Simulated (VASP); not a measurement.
# MgO (Fm-3m) in VASP: further runs, part 2 of 2

VASP 6.6.1.

### 3 Single point, PBE

INCAR

```
PREC = Accurate
ENCUT = 600
EDIFF = 1E-6
ISMEAR = -1
SIGMA = 0.01
LREAL = F
LASPH = T
NELM = 120
ALGO = Normal
ISIF = 2
LWAVE = F
LCHARG = F
GGA = PE
NBANDS = 11
GGA_COMPAT = F
```

KPOINTS

```
regular mesh
0
Gamma
  9 9 9
```

POSCAR

```
MgO
1.0
    0.0000000000      2.1544500000      2.1544500000
    2.1544500000      0.0000000000      2.1544500000
    2.1544500000      2.1544500000      0.0000000000
Mg O
1 1
Direct
    0.0000000000      0.0000000000      0.0000000000
    0.5000000000      0.5000000000      0.5000000000
```

Potentials or basis: VASP PAW PBE potentials, release 64 (Mg, O).

On the command line:

```
> cat potpaw_PBE.64/Mg/POTCAR potpaw_PBE.64/O/POTCAR > POTCAR
> mpirun -np 1 vasp_std > vasp.out
```

OUTCAR:

```text
PREC = Accurate
   ENCUT = 600
   EDIFF = 1E-6
   ISMEAR = -1
   LREAL = F
   LASPH = T
   NELM = 120
   ISIF = 2
   GGA = PE

 ion  position               nearest neighbor table
   1  0.000  0.000  0.000-   2 2.15   2 2.15   2 2.15   2 2.15   2 2.15   2 2.15
   2  0.500  0.500  0.500-   1 2.15   1 2.15   1 2.15   1 2.15   1 2.15   1 2.15

  LATTYP: Found a face centered cubic cell.
 ALAT       =     4.3089000000

  Lattice vectors:

 A1 = (   0.0000000000,   2.1544500000,   2.1544500000)
 A2 = (   2.1544500000,   0.0000000000,   2.1544500000)
 A3 = (   2.1544500000,   2.1544500000,   0.0000000000)

Analysis of symmetry for initial positions (statically):
=====================================================================
 Subroutine PRICEL returns:
 Original cell was already a primitive cell.

 Routine SETGRP: Setting up the symmetry group for a
 face centered cubic supercell.

 Subroutine GETGRP returns: Found 48 space group operations
 (whereof 48 operations were pure point group operations)
 out of a pool of 48 trial point group operations.

The static configuration has the point symmetry O_h .

Analysis of symmetry for dynamics (positions and initial velocities):
=====================================================================
 Subroutine PRICEL returns:
 Original cell was already a primitive cell.

 Routine SETGRP: Setting up the symmetry group for a
 face centered cubic supercell.

 Subroutine GETGRP returns: Found 48 space group operations
 (whereof 48 operations were pure point group operations)
 out of a pool of 48 trial point group operations.

The dynamic configuration has the point symmetry O_h .

 Subroutine INISYM returns: Found 48 space group operations
 (whereof 48 operations are pure point group operations),
 and found     1 'primitive' translations

----------------------------------------------------------------------------------------
[... 118 lines left out ...]
   GGA     = PE    functional components
   LHFCALC =     F    Hartree Fock is set to
   AEXX    =    0.0000 exact exchange contribution
   IVDW    =     0    specifies the selected vdW correction
   LEPSILON=     F    determine dielectric tensor
   LRPA    =     F    only Hartree local field effects (RPA)
 non-spin polarized calculation
  energy-cutoff  :      600.00
  volume of cell :       20.00
 maximum number of plane-waves:       680
   NGX = 13   NGY = 13   NGZ = 13

 number of electron       7.9999998 magnetization

 Free energy of the ion-electron system (eV)
  ---------------------------------------------------
  ext. energy  EPLUGINS =         0.00000000
  ---------------------------------------------------
  free energy    TOTEN  =       -11.89903608 eV

  energy without entropy =      -11.89903608  energy(sigma->0) =      -11.89903608

 E-fermi :   2.9041     XC(G=0): -10.7602

 val. band max:        2.6922591340   @ k =   0.0000   0.0000   0.0000
 cond. band min:       6.7834955288   @ k =   0.0000   0.0000   0.0000
 fundamental gap:      4.0912363949
 Fermi energy:         2.9040980060

 k-point     1 :       0.0000    0.0000    0.0000
  band No.  band energies     occupation
      1     -14.2359      2.00000
      2       2.6923      2.00000
      3       2.6923      2.00000
      4       2.6923      2.00000
      5       6.7835      0.00000
      6      18.1054      0.00000
      7      18.1054      0.00000
      8      18.1054      0.00000
      9      21.8447      0.00000
     10      23.5437      0.00000
     11      23.5437      0.00000
[... 309 lines left out ...]
 k-point    24 :       0.4444    0.4444    0.0000
  band No.  band energies     occupation
      1     -12.9248      2.00000
      2      -1.0562      2.00000
      3       1.4688      2.00000
      4       1.4688      2.00000
      5      11.8206      0.00000
      6      11.9158      0.00000
      7      15.0969      0.00000
      8      20.5724      0.00000
      9      20.5724      0.00000
     10      26.9282      0.00000
     11      28.3176      0.00000

 [... further k-points ...]

------------------------ aborting loop because EDIFF is reached ----------------------------------------

  FORCE on cell =-STRESS in cart. coord.  units (eV):
  Direction    XX          YY          ZZ          XY          YZ          ZX
  --------------------------------------------------------------------------------------
  -------------------------------------------------------------------------------------
  Total       -0.7897039     -0.7897039     -0.7897039     -0.0000000      0.0000000      0.0000000
  in kB      -63.2609334    -63.2609334    -63.2609334     -0.0000000      0.0000000      0.0000000
  external PRESSURE =     -63.2609334 kB  Pullay stress =       0.0000000 kB

 VOLUME and BASIS-vectors are now :
 -----------------------------------------------------------------------------
  energy-cutoff  :      600.00
  volume of cell :       20.00
      direct lattice vectors                 reciprocal lattice vectors
     0.000000000  2.154450000  2.154450000    -0.232077792  0.232077792  0.232077792
     2.154450000  0.000000000  2.154450000     0.232077792 -0.232077792  0.232077792
     2.154450000  2.154450000  0.000000000     0.232077792  0.232077792 -0.232077792

 POSITION                                       TOTAL-FORCE (eV/Angst)
 -----------------------------------------------------------------------------------
      0.00000      0.00000      0.00000         0.000000      0.000000      0.000000
      2.15445      2.15445      2.15445         0.000000      0.000000      0.000000
 -----------------------------------------------------------------------------------
    total drift:                               -0.000000     -0.000000      0.000000

  FREE ENERGIE OF THE ION-ELECTRON SYSTEM (eV)
  ---------------------------------------------------
  free  energy   TOTEN  =       -11.8990360758 eV

  energy  without entropy=      -11.8990360758  energy(sigma->0) =      -11.89903608
```

It took 13 s on 1 thread of Intel Xeon 8259CL, shared host; peak memory 0.14 GiB.

Results:

```yaml
Free_energy: -11.8990 eV
Pressure: -6.3 GPa
Band_gap_on_the_k_mesh: 4.09 eV, direct
```

### 4 Single point, PBE

INCAR

```
  PREC = Accurate
  ENCUT = 600
  EDIFF = 1E-6
  ISMEAR = -1
  SIGMA = 0.05
  LREAL = F
  LASPH = T
  NELM = 120
  ALGO = Normal
  ISIF = 2
  LWAVE = F
  LCHARG = T
  GGA = PE
  LELF = T
  LVHAR = T
  NBANDS = 11
  GGA_COMPAT = F
```

KPOINTS is that of step 3.

POSCAR is that of step 3.

On the command line:

```
> cat potpaw_PBE.64/Mg/POTCAR potpaw_PBE.64/O/POTCAR > POTCAR
> mpirun -np 1 vasp_std > vasp.out
```

Run time: 13 s. Hardware: 1 thread of Intel Xeon 8259CL, shared host; peak memory 0.14 GiB.

It converged, with:

```
Free energy            : -11.8990 eV
Pressure               : -6.3 GPa
Band gap on the k mesh : 4.09 eV, direct
```

Levels at points of the mesh, in eV from the valence-band top:
```csv
k point,band 2,band 3,band 4,band 5,band 6,band 7
"(0.00, 0.00, 0.00)",0.00,0.00,0.00,4.09,15.41,15.41
```
